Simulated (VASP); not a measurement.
A run of VASP 6.6.1:

File INCAR:

```
SYSTEM = BN
PREC     = Accurate       ! precision mode
ENCUT    = 520            ! plane-wave cutoff, eV
EDIFF    = 1E-8           ! SCF threshold, eV
ISMEAR   = -1             ! smearing method
SIGMA    = 0.02           ! smearing width, eV
LREAL    = .FALSE.        ! projectors in reciprocal space
LASPH    = .TRUE.         ! aspherical terms in the spheres
NELM     = 100            ! most SCF steps
ALGO     = Normal         ! electronic algorithm
ISIF     = 2              ! what is computed and relaxed
LWAVE    = .FALSE.        ! write WAVECAR
LCHARG   = .FALSE.        ! write CHGCAR
GGA      = CA             ! functional
LEFG     = .TRUE.       
NBANDS   = 11             ! bands
```

KPOINTS

```
regular mesh
0
G
  11 11 11
  0 0 0
```

POSCAR

```
BN
1.0
   -0.0361500000      1.7894250000      1.7894250000
    1.7894250000     -0.0361500000      1.7894250000
    1.7894250000      1.7894250000     -0.0361500000
B N
1 1
Direct
    0.0000000000      0.0000000000      0.0000000000
    0.7500000000      0.7500000000      0.7500000000
```

Potentials or basis: VASP PAW LDA potentials, release 64 (B, N).

The run is started by

```console
$ cat potpaw_LDA.64/B/POTCAR potpaw_LDA.64/N/POTCAR > POTCAR
$ mpirun -np 1 vasp_std > vasp.out
```

Hardware: 1 thread of Intel(R) Xeon(R) 6975P-C (Granite Rapids), with other jobs on the host.

Problem. How long does it take, and how much memory?

Solution. It took 6.8 s on 1 thread of Intel(R) Xeon(R) 6975P-C (Granite Rapids), on a shared host, peak memory 0.12 GiB. Counts: scf iterations 13, k points 146.
